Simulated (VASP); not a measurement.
Write the native input for VASP 6.6.1 that does the following.

```
Task                   : single point
Functional             : PBE
Potentials or basis    : VASP PAW PBE potentials, release 64 (Eu, Os)
Cutoff                 : 520 eV
k mesh                 : 8 × 8 × 8
Occupations            : gaussian, width 0.05 eV
Spin                   : collinear spin, ferromagnetic start
Starting moments       : [6.75, 0.0, 0.0, 0.0] μB
Dipole correction      : no
Further INCAR settings : ALGO = Fast; EDIFF = 1e-06; NBANDS = 32
```

The structure of EuOs3 lies in POSCAR:

```
EuOs3
1.0
    4.1169004997      0.0000000000      0.0000000000
    0.0000000000      4.1169004997      0.0000000000
    0.0000000000      0.0000000000      4.1169004997
Eu Os
1 3
Direct
    0.0000000000      0.0000000000      0.0000000000
    0.0000000000      0.5000000000      0.5000000000
    0.5000000000      0.5000000000      0.0000000000
    0.5000000000      0.0000000000      0.5000000000
```

The input as run:

INCAR

```
PREC = Accurate
ENCUT = 520
EDIFF = 1E-6
ISMEAR = 0
SIGMA = 0.05
LREAL = F
LASPH = T
NELM = 150
ALGO = Fast
ISIF = 2
LWAVE = F
LCHARG = F
ISPIN = 2
MAGMOM = 6.75 0 0 0
LORBIT = 11
LMAXMIX = 6
GGA = PE
NBANDS = 32
```

KPOINTS

```
Automatic mesh
0
Gamma
  8 8 8
```

Potentials or basis: VASP PAW PBE potentials, release 64 (Eu, Os).

The run is started by

```console
$ cat potpaw_PBE.64/Eu/POTCAR potpaw_PBE.64/Os/POTCAR > POTCAR
$ mpirun -np 1 vasp_std > vasp.out
```

It gave:

```
Pressure                                              : -7.3 GPa
Net moment                                            : -5.37 μB per cell
Site moments                                          : Eu -6.09; Os +0.32 μB
Valence electrons inside the program's atomic spheres : Eu 14.94; Os 7.03
```

Caveat: the cell stands under tension.

It took 18 min on 1 thread of Oxide Virtual Turin-like Processor, with other jobs on the host, peak memory 0.28 GiB.
